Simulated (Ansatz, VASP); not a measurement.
One calculation of Ca, two programs

```
CELL_PARAMETERS angstrom
0.00000 2.67145 2.67145
2.67145 0.00000 2.67145
2.67145 2.67145 0.00000
ATOMIC_POSITIONS crystal
Ca 0.00000 0.00000 0.00000
```

Alike in both runs: task single point; functional LDA; k mesh 10 × 10 × 10; occupations methfessel-paxton of order 1, width 0.1 eV; no spin polarisation.

|  | VASP | Ansatz |
| --- | --- | --- |
| version | VASP 6.6.1 | Ansatz 0.2.0 |
| potentials or method | VASP PAW LDA potentials, release 64 (Ca_sv), cutoff 520 eV | plane waves (420 eV) with PAW, scalar-relativistic |
| valence electrons in the cell | 10 | 10 |

```tsv
	VASP	Ansatz	Ansatz less VASP
pressure (GPa)	-0.1	-0.1	+0.01
```

Ansatz warns that its potentials were made for another functional, while VASP's fit it. LDA's correlation is that of Perdew and Zunger in VASP and of Perdew and Wang (1992) in Ansatz.
